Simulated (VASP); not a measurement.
# Pt (Fm-3m) in VASP: a series of runs

The runs below take Pt through single point, with r2SCAN.

Everything below comes from runs of VASP 6.6.1. Logs are shortened: lines on timing, memory, paths and dates and some standing lists are left out, and cuts for length are marked.

### Step 1. The cell of the first run

Symmetry: Fm-3m, No. 225, cubic system. Conventional cell: a = 3.860 Å, b = 3.860 Å, c = 3.860 Å, α = 90.00°, β = 90.00°, γ = 90.00°. Pt (site symmetry m-3m) has 12 Pt at 2.73 Å within 3.6 Å.

### Step 2. Single point, r2SCAN (volume scaled by 0.94)

File POSCAR:

```
Pt
1.0
    0.0000000000      1.9298773825      1.9298773825
    1.9298773825      0.0000000000      1.9298773825
    1.9298773825      1.9298773825      0.0000000000
Pt
1
Direct
    0.0000000000      0.0000000000      0.0000000000
```

File INCAR.step1:

```
SYSTEM = Pt
PREC = Accurate
ENCUT = 520
ISMEAR = 0
SIGMA = 0.1
LREAL = .False.
LASPH = .True.
NELM = 100
NBANDS = 11
GGA = PE
ALGO = Normal
EDIFF = 1E-4
LWAVE = .True.
LCHARG = .False.
```

File INCAR.step2:

```
SYSTEM = Pt
PREC = Accurate
ENCUT = 520
EDIFF = 1E-6
ISMEAR = 0
SIGMA = 0.1
LREAL = .False.
LASPH = .True.
NELM = 100
ALGO = Normal
ISIF = 2
LWAVE = .False.
LCHARG = .True.
METAGGA = R2SCAN
LMIXTAU = .True.
LELF = .True.
LVHAR = .True.
NBANDS = 11
ISTART = 1
```

File KPOINTS:

```
regular mesh
0
Gamma
  18 18 18
  0 0 0
```

Potentials or basis: VASP PAW PBE potentials, release 64 (Pt).

Run with:

```
cat potpaw_PBE.64/Pt/POTCAR > POTCAR
cp INCAR.step1 INCAR
mpirun -np 1 vasp_std > vasp.out
cp INCAR.step2 INCAR
mpirun -np 1 vasp_std > vasp.out
```

OUTCAR:

```text
SYSTEM = Pt
   PREC = Accurate
   ENCUT = 520
   EDIFF = 1E-6
   ISMEAR = 0
   LREAL = .False.
   LASPH = .True.
   NELM = 100
   ISIF = 2
   METAGGA = R2SCAN
   ISTART = 1

 ion  position               nearest neighbor table
   1  0.000  0.000  0.000-

  LATTYP: Found a face centered cubic cell.
 ALAT       =     3.8597547650

  Lattice vectors:

 A1 = (   0.0000000000,   1.9298773825,   1.9298773825)
 A2 = (   1.9298773825,   0.0000000000,   1.9298773825)
 A3 = (   1.9298773825,   1.9298773825,   0.0000000000)

Analysis of symmetry for initial positions (statically):
=====================================================================
 Subroutine PRICEL returns:
 Original cell was already a primitive cell.

 Routine SETGRP: Setting up the symmetry group for a
 face centered cubic supercell.

 Subroutine GETGRP returns: Found 48 space group operations
 (whereof 48 operations were pure point group operations)
 out of a pool of 48 trial point group operations.

The static configuration has the point symmetry O_h .

Analysis of symmetry for dynamics (positions and initial velocities):
=====================================================================
 Subroutine PRICEL returns:
 Original cell was already a primitive cell.

 Routine SETGRP: Setting up the symmetry group for a
 face centered cubic supercell.

 Subroutine GETGRP returns: Found 48 space group operations
 (whereof 48 operations were pure point group operations)
 out of a pool of 48 trial point group operations.

The dynamic configuration has the point symmetry O_h .

 Subroutine INISYM returns: Found 48 space group operations
 (whereof 48 operations are pure point group operations),
 and found     1 'primitive' translations

----------------------------------------------------------------------------------------

                                     Primitive cell

  volume of cell :      14.3754

  direct lattice vectors                    reciprocal lattice vectors
     0.000000000  1.929877382  1.929877382    -0.259083818  0.259083818  0.259083818
     1.929877382  0.000000000  1.929877382     0.259083818 -0.259083818  0.259083818
     1.929877382  1.929877382  0.000000000     0.259083818  0.259083818 -0.259083818

  length of vectors
     2.729258768  2.729258768  2.729258768     0.448746336  0.448746336  0.448746336

  position of ions in fractional coordinates (direct lattice)
     0.000000000  0.000000000  0.000000000

  ion indices of the primitive-cell ions
   primitive index   ion index
                 1           1

----------------------------------------------------------------------------------------

 KPOINTS: regular mesh

Automatic generation of k-mesh.
 Grid dimensions read from file:
 generate k-points for:   18   18   18

 Generating k-lattice:

  Cartesian coordinates                     Fractional coordinates (reciprocal lattice)
    -0.014393545  0.014393545  0.014393545     0.055555556  0.000000000  0.000000000
     0.014393545 -0.014393545  0.014393545     0.000000000  0.055555556  0.000000000
     0.014393545  0.014393545 -0.014393545     0.000000000  0.000000000  0.055555556

  Length of vectors
     0.024930352  0.024930352  0.024930352

  Shift w.r.t. Gamma in fractional coordinates (k-lattice)
     0.000000000  0.000000000  0.000000000

 Subroutine IBZKPT returns following result:
 ===========================================

 Found    195 irreducible k-points:

 Following reciprocal coordinates:
            Coordinates               Weight
  0.000000  0.000000  0.000000      1.000000
  0.055556  0.000000  0.000000      8.000000
  0.111111  0.000000  0.000000      8.000000
  0.166667  0.000000  0.000000      8.000000
  0.222222  0.000000  0.000000      8.000000
  0.277778  0.000000  0.000000      8.000000
[... 16 lines left out ...]
 -0.277778  0.055556  0.000000     24.000000
 -0.222222  0.055556  0.000000     24.000000
 [... further k-points ...]
   k-points           NKPTS =    195   k-points in BZ     NKDIM =    195   number of bands    NBANDS=     11
   number of dos      NEDOS =    301   number of ions     NIONS =      1
   total plane-waves  NPLWV =   8000
   dimension x,y,z NGX =    20 NGY =   20 NGZ =   20
   dimension x,y,z NGXF=    40 NGYF=   40 NGZF=   40
   ions per type =               1
   NGX,Y,Z   is equivalent  to a cutoff of  12.18, 12.18, 12.18 a.u.
   NGXF,Y,Z  is equivalent  to a cutoff of  24.36, 24.36, 24.36 a.u.
 SYSTEM =  Pt
   PREC   = accura    normal or accurate (medium, high low for compatibility)
   ISTART =      1    job   : 0-new  1-cont  2-samecut
   ICHARG =      0    charge: 1-file 2-atom 10-const
   ISPIN  =      1    spin polarized calculation?
   LNONCOLLINEAR =      F non collinear calculations
   LSORBIT =      F    spin-orbit coupling
   LASPH  =      T    aspherical Exc in radial PAW
   ENCUT  =  520.0 eV  38.22 Ry    6.18 a.u.   5.07  5.07  5.07*2*pi/ulx,y,z
   NELM   =    100;   NELMIN=  2; NELMDL=  0     # of ELM steps
   EDIFF  = 0.1E-05   stopping-criterion for ELM
   LREAL  =      F    real-space projection
[... 7 lines left out ...]
   TEBEG  =    0.0;   TEEND  =   0.0 temperature during run
   PSTRESS=    0.0 pullay stress
   NELECT =      10.0000    total number of electrons
   NUPDOWN=      -1.0000    fix difference up-down
   EMIN   =  10.00;   EMAX   =-10.00  energy-range for DOS
   EFERMI =   0.00;   METHOD = LEGACY
   ISMEAR =     0;   SIGMA  =   0.10  broadening in eV -4-tet -1-fermi 0-gaus
   EFERMI_NEDOS =   21; number of points for ismear=-14 and -15
   IALGO  =     38    algorithm
   IMIX   =      4    mixing-type and parameters
     AMIX     =   0.40;   BMIX     =  1.00
     AMIX_MAG =   1.60;   BMIX_MAG =  1.00
  volume/ion in A,a.u.               =      14.38        97.01
  Fermi-wavevector in a.u.,A,eV,Ry     =   1.450558  2.741157 28.628273  2.104119
  Thomas-Fermi vector in A             =   2.568156
   LORBIT       =      0    0 simple, 1 ext, 2 COOP (PROOUT), +10 PAW based schemes
   METAGGA = R2SCAN    functional components
   LHFCALC =     F    Hartree Fock is set to
   AEXX    =    0.0000 exact exchange contribution
   IVDW    =     0    specifies the selected vdW correction
   LEPSILON=     F    determine dielectric tensor
   LRPA    =     F    only Hartree local field effects (RPA)
 non-spin polarized calculation
 Gauss-broadening in eV      SIGMA  =   0.10
  energy-cutoff  :      520.00
  volume of cell :       14.38
 maximum number of plane-waves:       397
   NGX = 11   NGY = 11   NGZ = 11

 number of electron       9.9999999 magnetization

 Free energy of the ion-electron system (eV)
  ---------------------------------------------------
  ext. energy  EPLUGINS =         0.00000000
  ---------------------------------------------------
  free energy    TOTEN  =       -51.44303758 eV

  energy without entropy =      -51.43359906  energy(sigma->0) =      -51.43831832

 E-fermi :  11.9682     XC(G=0): -14.9777

 val. band max:       11.9515713983   @ k =  -0.4444   0.2778   0.0000
 cond. band min:      11.9682665463   @ k =  -0.2778   0.3889   0.1667
 fundamental gap:      0.0166951480
 Fermi energy:        11.9681506471

 k-point     1 :       0.0000    0.0000    0.0000
  band No.  band energies     occupation
      1       0.8935      2.00000
      2       7.7287      2.00000
      3       7.7287      2.00000
      4       7.7287      2.00000
      5      10.0787      2.00000
      6      10.0787      2.00000
      7      27.2911      0.00000
      8      32.7508      0.00000
      9      32.7508      0.00000
     10      32.7508      0.00000
     11      38.8092      0.00000

 k-point     2 :       0.0556    0.0000    0.0000
  band No.  band energies     occupation
      1       1.0297      2.00000
      2       7.6651      2.00000
      3       7.7843      2.00000
      4       7.7843      2.00000
      5      10.0466      2.00000
      6      10.0466      2.00000
      7      27.5091      0.00000
      8      32.0758      0.00000
      9      32.9641      0.00000
     10      32.9641      0.00000
     11      39.5772      0.00000

 k-point     3 :       0.1111    0.0000    0.0000
  band No.  band energies     occupation
      1       1.4250      2.00000
      2       7.5027      2.00000
      3       7.9294      2.00000
      4       7.9294      2.00000
      5       9.9786      2.00000
      6       9.9786      2.00000
      7      28.1057      0.00000
      8      30.6372      0.00000
      9      33.5852      0.00000
     10      33.5852      0.00000
     11      40.5008      0.00000

 k-point     4 :       0.1667    0.0000    0.0000
  band No.  band energies     occupation
      1       2.0321      2.00000
      2       7.3251      2.00000
      3       8.0897      2.00000
      4       8.0897      2.00000
      5       9.9632      2.00000
      6       9.9632      2.00000
      7      28.8761      0.00000
      8      28.9893      0.00000
      9      34.5563      0.00000
     10      34.5563      0.00000
     11      38.8405      0.00000

 k-point     5 :       0.2222    0.0000    0.0000
  band No.  band energies     occupation
      1       2.7455      2.00000
      2       7.2758      2.00000
      3       8.1511      2.00000
      4       8.1511      2.00000
      5      10.1265      2.00000
      6      10.1265      2.00000
      7      27.2438      0.00000
      8      29.3666      0.00000
      9      35.7412      0.00000
     10      35.7412      0.00000
     11      37.3649      0.00000
[... 211 lines left out ...]
 k-point    21 :      -0.3889    0.0556    0.0000
  band No.  band energies     occupation
      1       3.9694      2.00000
      2       7.6554      2.00000
      3       7.7897      2.00000
      4       9.6161      2.00000
      5      11.4291      2.00000
      6      12.3094      0.00000
      7      20.4659      0.00000
      8      27.5616      0.00000
      9      32.2299      0.00000
     10      33.5906      0.00000
     11      40.3129      0.00000

 k-point    22 :      -0.3333    0.0556    0.0000
  band No.  band energies     occupation
      1       3.9110      2.00000
      2       7.8060      2.00000
      3       7.9273      2.00000
      4       8.5112      2.00000
      5      10.8876      2.00000
      6      11.7291      1.99928
      7      22.5691      0.00000
      8      28.1824      0.00000
      9      33.0750      0.00000
     10      35.1658      0.00000
     11      38.4442      0.00000

 k-point    23 :      -0.2778    0.0556    0.0000
  band No.  band energies     occupation
      1       3.6482      2.00000
      2       7.5875      2.00000
      3       8.0226      2.00000
      4       8.0957      2.00000
      5      10.3251      2.00000
      6      11.1515      2.00000
      7      24.7307      0.00000
      8      28.9739      0.00000
      9      34.1063      0.00000
     10      36.7026      0.00000
     11      37.1552      0.00000

 k-point    24 :      -0.2222    0.0556    0.0000
  band No.  band energies     occupation
      1       3.0920      2.00000
      2       7.1953      2.00000
      3       8.1494      2.00000
      4       8.2227      2.00000
      5       9.8757      2.00000
      6      10.6446      2.00000
      7      26.7189      0.00000
      8      29.5085      0.00000
      9      34.5751      0.00000
     10      36.0324      0.00000
     11      37.2789      0.00000

 [... further k-points ...]
[... 5 lines left out ...]
  --------------------------------------------------------------------------------------
  -------------------------------------------------------------------------------------
  Total        1.8792163      1.8792163      1.8792163      0.0000000     -0.0000000     -0.0000000
  in kB      209.4441401    209.4441401    209.4441401      0.0000000     -0.0000000     -0.0000000
  external PRESSURE =     209.4441401 kB  Pullay stress =       0.0000000 kB

 VOLUME and BASIS-vectors are now :
 -----------------------------------------------------------------------------
  energy-cutoff  :      520.00
  volume of cell :       14.38
      direct lattice vectors                 reciprocal lattice vectors
     0.000000000  1.929877382  1.929877382    -0.259083818  0.259083818  0.259083818
     1.929877382  0.000000000  1.929877382     0.259083818 -0.259083818  0.259083818
     1.929877382  1.929877382  0.000000000     0.259083818  0.259083818 -0.259083818

 POSITION                                       TOTAL-FORCE (eV/Angst)
 -----------------------------------------------------------------------------------
      0.00000      0.00000      0.00000        -0.000000     -0.000000     -0.000000
 -----------------------------------------------------------------------------------
    total drift:                                0.000000      0.000000      0.000000

  FREE ENERGIE OF THE ION-ELECTRON SYSTEM (eV)
  ---------------------------------------------------
  free  energy   TOTEN  =       -51.4430375775 eV

  energy  without entropy=      -51.4335990626  energy(sigma->0) =      -51.43831832
```

Run time: 40 s. Hardware: 1 thread of Intel Xeon 6975P-C (Granite Rapids), shared host; peak memory 0.15 GiB.

What came out:

| Item | Value |
| --- | --- |
| Free energy | -51.4430 eV |
| Pressure | 20.9 GPa |
| Band gap on the k mesh | zero (band 5 reaches 12.54 eV, above the bottom of band 6 at 9.96 eV) |

Caveat: the PAW data sets were made with another functional, which shifts forces and pressure a little; spin-orbit coupling is left out, which moves the levels of the heavy elements.

[end of part 1 of 2]
